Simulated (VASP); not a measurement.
Ti3H: single point with PBE

The system is Ti3H, a slab with vacuum.

```
Ti H
1.0
     4.60374    0.00000    0.00000
    -2.30187    3.98696    0.00000
     0.00000    0.00000   22.49682
Ti H
6 2
Direct
  0.66667 0.33333 0.17780
  0.33333 0.66667 0.21957
  0.00000 0.00000 0.26135
  0.66667 0.33333 0.29805
  0.33333 0.66667 0.33046
  0.00000 0.00000 0.37769
  0.42941 0.00000 0.39769
  0.57059 0.00000 0.39769
```

| Property | Result |
| --- | --- |
| Program | VASP 6.6.1 |
| Task | single point |
| Functional | PBE |
| Potentials or basis | VASP PAW PBE potentials, release 64 (Ti_sv, H) |
| Cutoff | 520 eV |
| k mesh | 6 × 6 × 1 |
| Occupations | gaussian, width 0.1 eV |
| Spin | no spin polarisation |
| Dipole correction | yes |
| Further INCAR settings | ALGO = Normal; EDIFF = 1e-06; NBANDS = 47 |

The largest force is 7.252 eV/Å. The band gap on the k mesh is zero (bands 37 and 38 overlap by 0.11 eV).

Forces in eV/Å, atoms in the order of the input:
```
Ti   0.000 -0.063  0.145
Ti   0.000  0.015  0.346
Ti   0.000 -0.006 -0.692
Ti   0.000  0.091 -0.332
Ti   0.000  0.527  0.977
Ti   0.000 -0.121 -0.291
H   -7.248 -0.222 -0.077
H    7.248 -0.222 -0.077
```

Levels at points of the mesh, in eV from the Fermi level:
```csv
k point,band 35,band 36,band 37,band 38,band 39,band 40
"(0.00, 0.00, 0.00)",-0.48,-0.24,-0.22,-0.04,-0.01,0.24
"(0.50, 0.00, 0.00)",-0.39,-0.30,-0.13,-0.03,0.25,0.33
"(0.00, 0.50, 0.00)",-0.40,-0.22,-0.02,0.00,0.37,0.53
```

Wall time 13 min on 1 thread of AMD EPYC 7R13, on a shared host, peak memory 0.57 GiB.
